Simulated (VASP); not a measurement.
# Ag (P-1) in VASP: single point with PBEsol

Aim: the single point of Ag with PBEsol.

Program: VASP 6.6.1. These are calculated values, not measurements. Logs are shortened: lines on timing, memory, paths and dates and some standing lists are left out, and cuts for length are marked.

## (1) The cell of the first run

The typed cell holds 2 atoms: a = 3.225 Å, b = 3.225 Å, c = 3.225 Å, α = 90.00°, β = 90.00°, γ = 90.00°.

## (2) Single point, PBEsol (atoms moved at random)

The input, INCAR:

```
PREC     = Accurate       # precision mode
ENCUT    = 520            # plane-wave cutoff, eV
EDIFF    = 1E-6           # SCF threshold, eV
ISMEAR   = 0              # smearing method
SIGMA    = 0.15           # smearing width, eV
LREAL    = False          # projectors in reciprocal space
LASPH    = True           # aspherical terms in the spheres
NELM     = 100            # most SCF steps
ALGO     = Fast           # electronic algorithm
ISIF     = 2              # what is computed and relaxed
LWAVE    = False          # write WAVECAR
LCHARG   = False          # write CHGCAR
GGA      = PS             # functional
NBANDS   = 18             # bands
```

The input, KPOINTS:

```
regular mesh
0
Gamma
  10 10 10
```

The input, POSCAR:

```
Ag
1.0
    0.0000000000     -3.2251146571      0.0000000000
   -3.2251146571      0.0000000000      0.0000000000
    0.0000000000      0.0000000000     -3.2251146571
Ag
2
Direct
    0.4173050382      0.7015473585      0.4735927836
    0.0826949618     -0.2015473585      0.0264072164
```

Potentials or basis: VASP PAW PBE potentials, release 64 (Ag).

The run is started by

```bash
> cat potpaw_PBE.64/Ag/POTCAR > POTCAR
> mpirun -np 1 vasp_std > vasp.out
```

OUTCAR:

```text
PREC = Accurate
   ENCUT = 520
   EDIFF = 1E-6
   ISMEAR = 0
   LREAL = False
   LASPH = True
   NELM = 100
   ISIF = 2
   GGA = PS

 ion  position               nearest neighbor table
   1  0.417  0.702  0.474-   2 1.83   2 2.11   2 2.60   2 2.81   2 3.42   2 3.58
   2  0.083  0.798  0.026-   1 1.83   1 2.11   1 2.60   1 2.81   1 3.42   1 3.58

  LATTYP: Found a simple cubic cell.
 ALAT       =     3.2251146571

  Lattice vectors:

 A1 = (   0.0000000000,  -3.2251146571,   0.0000000000)
 A2 = (  -3.2251146571,   0.0000000000,   0.0000000000)
 A3 = (   0.0000000000,   0.0000000000,  -3.2251146571)

Analysis of symmetry for initial positions (statically):
=====================================================================
 Subroutine PRICEL returns:
 Original cell was already a primitive cell.

 Routine SETGRP: Setting up the symmetry group for a
 simple cubic supercell.

 Subroutine GETGRP returns: Found  2 space group operations
 (whereof  1 operations were pure point group operations)
 out of a pool of 48 trial point group operations.

The static configuration has the point symmetry C_1 .
 The point group associated with its full space group is S_2 .

Analysis of symmetry for dynamics (positions and initial velocities):
=====================================================================
 Subroutine PRICEL returns:
 Original cell was already a primitive cell.

 Routine SETGRP: Setting up the symmetry group for a
 simple cubic supercell.

 Subroutine GETGRP returns: Found  2 space group operations
 (whereof  1 operations were pure point group operations)
 out of a pool of 48 trial point group operations.

The dynamic configuration has the point symmetry C_1 .
 The point group associated with its full space group is S_2 .

 Subroutine INISYM returns: Found  2 space group operations
 (whereof  1 operations are pure point group operations),
 and found     1 'primitive' translations

----------------------------------------------------------------------------------------

                                     Primitive cell

  volume of cell :      33.5456

  direct lattice vectors                    reciprocal lattice vectors
     0.000000000 -3.225114657  0.000000000     0.000000000 -0.310066496  0.000000000
    -3.225114657  0.000000000  0.000000000    -0.310066496  0.000000000  0.000000000
     0.000000000  0.000000000 -3.225114657     0.000000000  0.000000000 -0.310066496

  length of vectors
     3.225114657  3.225114657  3.225114657     0.310066496  0.310066496  0.310066496

  position of ions in fractional coordinates (direct lattice)
     0.417305038  0.701547359  0.473592784
     0.082694962  0.798452641  0.026407216

  ion indices of the primitive-cell ions
   primitive index   ion index
                 1           1
                 2           2

----------------------------------------------------------------------------------------

 KPOINTS: regular mesh

Automatic generation of k-mesh.
 Grid dimensions read from file:
 generate k-points for:   10   10   10

 Generating k-lattice:

  Cartesian coordinates                     Fractional coordinates (reciprocal lattice)
     0.000000000 -0.031006650  0.000000000     0.100000000  0.000000000  0.000000000
    -0.031006650  0.000000000  0.000000000     0.000000000  0.100000000  0.000000000
     0.000000000  0.000000000 -0.031006650     0.000000000  0.000000000  0.100000000

  Length of vectors
     0.031006650  0.031006650  0.031006650

  Shift w.r.t. Gamma in fractional coordinates (k-lattice)
     0.000000000  0.000000000  0.000000000

 Subroutine IBZKPT returns following result:
 ===========================================

 Found    504 irreducible k-points:

 Following reciprocal coordinates:
            Coordinates               Weight
  0.000000  0.000000  0.000000      1.000000
  0.100000  0.000000  0.000000      2.000000
  0.000000  0.100000  0.000000      2.000000
  0.000000  0.000000  0.100000      2.000000
  0.200000  0.000000  0.000000      2.000000
  0.000000  0.200000  0.000000      2.000000
[... 16 lines left out ...]
  0.200000  0.100000  0.000000      2.000000
  0.000000  0.200000  0.100000      2.000000
 [... further k-points ...]
   k-points           NKPTS =    504   k-points in BZ     NKDIM =    504   number of bands    NBANDS=     18
   number of dos      NEDOS =    301   number of ions     NIONS =      2
   total plane-waves  NPLWV =  13824
   dimension x,y,z NGX =    24 NGY =   24 NGZ =   24
   dimension x,y,z NGXF=    48 NGYF=   48 NGZF=   48
   ions per type =               2
   NGX,Y,Z   is equivalent  to a cutoff of  12.37, 12.37, 12.37 a.u.
   NGXF,Y,Z  is equivalent  to a cutoff of  24.74, 24.74, 24.74 a.u.
 SYSTEM =  unknown system
   PREC   = accura    normal or accurate (medium, high low for compatibility)
   ISTART =      0    job   : 0-new  1-cont  2-samecut
   ICHARG =      2    charge: 1-file 2-atom 10-const
   ISPIN  =      1    spin polarized calculation?
   LNONCOLLINEAR =      F non collinear calculations
   LSORBIT =      F    spin-orbit coupling
   LASPH  =      T    aspherical Exc in radial PAW
   ENCUT  =  520.0 eV  38.22 Ry    6.18 a.u.   6.00  6.00  6.00*2*pi/ulx,y,z
   NELM   =    100;   NELMIN=  2; NELMDL= -5     # of ELM steps
   EDIFF  = 0.1E-05   stopping-criterion for ELM
   LREAL  =      F    real-space projection
   EDIFFG = 0.1E-04   stopping-criterion for IOM
   NSW    =      0    number of steps for IOM
   IBRION =     -1    ionic relax: 0-MD 1-quasi-New 2-CG
   NFREE  =      0    steps in history (QN), initial steepest desc. (CG)
   ISIF   =      2    stress and relaxation
   ISYM   =      2    0-nonsym 1-usesym 2-fastsym
   POTIM  = 0.5000    time-step for ionic-motion
   TEBEG  =    0.0;   TEEND  =   0.0 temperature during run
   PSTRESS=    0.0 pullay stress
   NELECT =      22.0000    total number of electrons
   NUPDOWN=      -1.0000    fix difference up-down
   EMIN   =  10.00;   EMAX   =-10.00  energy-range for DOS
   EFERMI =   0.00;   METHOD = LEGACY
   ISMEAR =     0;   SIGMA  =   0.15  broadening in eV -4-tet -1-fermi 0-gaus
   EFERMI_NEDOS =   21; number of points for ismear=-14 and -15
   IALGO  =     68    algorithm
   IMIX   =      4    mixing-type and parameters
     AMIX     =   0.40;   BMIX     =  1.00
     AMIX_MAG =   1.60;   BMIX_MAG =  1.00
  volume/ion in A,a.u.               =      16.77       113.19
  Fermi-wavevector in a.u.,A,eV,Ry     =   1.422342  2.687836 27.525341  2.023056
  Thomas-Fermi vector in A             =   2.543056
   LORBIT       =      0    0 simple, 1 ext, 2 COOP (PROOUT), +10 PAW based schemes
   GGA     = PS    functional components
   LHFCALC =     F    Hartree Fock is set to
   AEXX    =    0.0000 exact exchange contribution
   IVDW    =     0    specifies the selected vdW correction
   LEPSILON=     F    determine dielectric tensor
   LRPA    =     F    only Hartree local field effects (RPA)
 non-spin polarized calculation
 RMM-DIIS sequential band-by-band and
 Gauss-broadening in eV      SIGMA  =   0.15
  energy-cutoff  :      520.00
  volume of cell :       33.55
 maximum number of plane-waves:       922
   NGX = 11   NGY = 11   NGZ = 11

 number of electron      21.9999999 magnetization

 Free energy of the ion-electron system (eV)
  ---------------------------------------------------
  ext. energy  EPLUGINS =         0.00000000
  ---------------------------------------------------
  free energy    TOTEN  =         2.61126622 eV

  energy without entropy =        2.61757086  energy(sigma->0) =        2.61441854

 E-fermi :   8.7887     XC(G=0): -12.1472

 val. band max:        8.7739403553   @ k =   0.0000   0.4000   0.1000
 cond. band min:       8.7976425133   @ k =   0.4000   0.5000   0.2000
 fundamental gap:      0.0237021580
 Fermi energy:         8.7887483921

 k-point     1 :       0.0000    0.0000    0.0000
  band No.  band energies     occupation
      1      -0.8395      2.00000
      2      -0.2884      2.00000
      3       0.2974      2.00000
      4       1.1315      2.00000
      5       1.6285      2.00000
      6       3.3219      2.00000
[... 10 lines left out ...]
     17      21.6168      0.00000
     18      27.4417      0.00000

 k-point     2 :       0.1000    0.0000    0.0000
  band No.  band energies     occupation
      1      -0.7501      2.00000
      2      -0.2337      2.00000
      3       0.4412      2.00000
      4       1.1379      2.00000
      5       1.6838      2.00000
      6       3.3283      2.00000
[... 10 lines left out ...]
     17      22.4304      0.00000
     18      27.4322      0.00000

 k-point     3 :       0.0000    0.1000    0.0000
  band No.  band energies     occupation
      1      -0.8309      2.00000
      2      -0.2839      2.00000
      3       0.3335      2.00000
      4       1.0860      2.00000
      5       1.8067      2.00000
      6       3.2987      2.00000
[... 10 lines left out ...]
     17      23.0338      0.00000
     18      27.0209      0.00000

 k-point     4 :       0.0000    0.0000    0.1000
  band No.  band energies     occupation
      1      -1.0810      2.00000
      2       0.0770      2.00000
      3       0.4860      2.00000
      4       1.1224      2.00000
      5       1.7344      2.00000
      6       3.1687      2.00000
[... 375 lines left out ...]
      4       1.0985      2.00000
      5       1.8635      2.00000
      6       3.1508      2.00000
[... 10 lines left out ...]
     17      23.1963      0.00000
     18      26.3885      0.00000

 k-point    23 :       0.2000    0.1000    0.0000
  band No.  band energies     occupation
      1      -0.5078      2.00000
      2      -0.0752      2.00000
      3       0.7754      2.00000
      4       1.1241      2.00000
      5       2.1163      2.00000
      6       3.3549      2.00000
[... 10 lines left out ...]
     17      25.3563      0.00000
     18      26.0201      0.00000

 k-point    24 :       0.0000    0.2000    0.1000
  band No.  band energies     occupation
      1      -1.0494      2.00000
      2       0.0748      2.00000
      3       0.5576      2.00000
      4       1.0444      2.00000
      5       2.4271      2.00000
      6       3.1181      2.00000
[... 10 lines left out ...]
     17      25.2229      0.00000
     18      26.2474      0.00000

 [... further k-points ...]

------------------------ aborting loop because EDIFF is reached ----------------------------------------

  FORCE on cell =-STRESS in cart. coord.  units (eV):
  Direction    XX          YY          ZZ          XY          YZ          ZX
  --------------------------------------------------------------------------------------
  -------------------------------------------------------------------------------------
  Total        0.9013017     23.0353187     45.4018847     -6.0802974     12.5161262     -3.9965436
  in kB       43.0472389   1100.1941470   2168.4478736   -290.4022166    597.7850353   -190.8796650
  external PRESSURE =    1103.8964198 kB  Pullay stress =       0.0000000 kB

 VOLUME and BASIS-vectors are now :
 -----------------------------------------------------------------------------
  energy-cutoff  :      520.00
  volume of cell :       33.55
      direct lattice vectors                 reciprocal lattice vectors
     0.000000000 -3.225114657  0.000000000     0.000000000 -0.310066496  0.000000000
    -3.225114657  0.000000000  0.000000000    -0.310066496  0.000000000  0.000000000
     0.000000000  0.000000000 -3.225114657     0.000000000  0.000000000 -0.310066496

 POSITION                                       TOTAL-FORCE (eV/Angst)
 -----------------------------------------------------------------------------------
     -2.26257     -1.34586     -1.52739         6.112602    -19.418650    -12.727801
     -2.57510     -0.26670     -0.08517        -6.112602     19.418650     12.727801
 -----------------------------------------------------------------------------------
    total drift:                               -0.000000     -0.000000      0.000000

  FREE ENERGIE OF THE ION-ELECTRON SYSTEM (eV)
  ---------------------------------------------------
  free  energy   TOTEN  =         2.6112662245 eV

  energy  without entropy=        2.6175708643  energy(sigma->0) =        2.61441854
```

Wall time 58 s (1 thread of Intel Xeon 6975P-C (Granite Rapids), shared host); peak memory 0.34 GiB.

What came out:

| Property | Result |
| --- | --- |
| Free energy | 2.6113 eV |
| Pressure | 110.4 GPa |
| Largest force | 24.009 eV/Å |
| Band gap on the k mesh | zero (bands 11 and 12 overlap by 4.19 eV) |

Forces on the atoms (eV/Å):
```
Ag    6.113 -19.419 -12.728
Ag   -6.113  19.419  12.728
```

Stress tensor (GPa, compression positive):
```
  4.30 -29.04 -19.09
-29.04 110.02  59.78
-19.09  59.78 216.84
```

Levels at points of the mesh, in eV from the Fermi level:
| k point | band 8 | band 9 | band 10 | band 11 | band 12 | band 13 | band 14 | band 15 |
| --- | --- | --- | --- | --- | --- | --- | --- | --- |
| (0.00, 0.00, 0.00) | -3.86 | -2.65 | -2.50 | -1.32 | 7.47 | 7.51 | 9.02 | 11.51 |
| (0.50, 0.00, 0.00) | -3.58 | -3.36 | -2.88 | -2.57 | -0.65 | 10.87 | 11.09 | 13.14 |
| (0.00, 0.50, 0.00) | -2.88 | -2.50 | -2.33 | -2.00 | -1.31 | 10.74 | 11.57 | 11.81 |
| (0.00, 0.00, 0.50) | -3.91 | -3.25 | -2.66 | -1.66 | -0.99 | 10.94 | 11.40 | 11.94 |
| (0.50, 0.50, 0.00) | -3.19 | -3.02 | -2.78 | 0.16 | 1.79 | 1.93 | 4.85 | 14.01 |
| (0.00, 0.50, 0.50) | -3.30 | -2.39 | -2.11 | 0.53 | 1.32 | 2.78 | 4.01 | 14.08 |
| (0.50, 0.00, 0.50) | -3.19 | -3.17 | -2.62 | -0.11 | 0.36 | 4.52 | 4.60 | 13.99 |
| (0.50, 0.50, 0.50) | -3.18 | -2.41 | -2.34 | 2.74 | 3.30 | 4.60 | 5.34 | 7.62 |

Caveat: the cell differs from its parent crystal (atoms moved at random); atoms lie so close that the PAW spheres overlap strongly, which falsifies energies and pressures; the cell stands under pressure; the PAW data sets were made with another functional, which shifts forces and pressure a little.
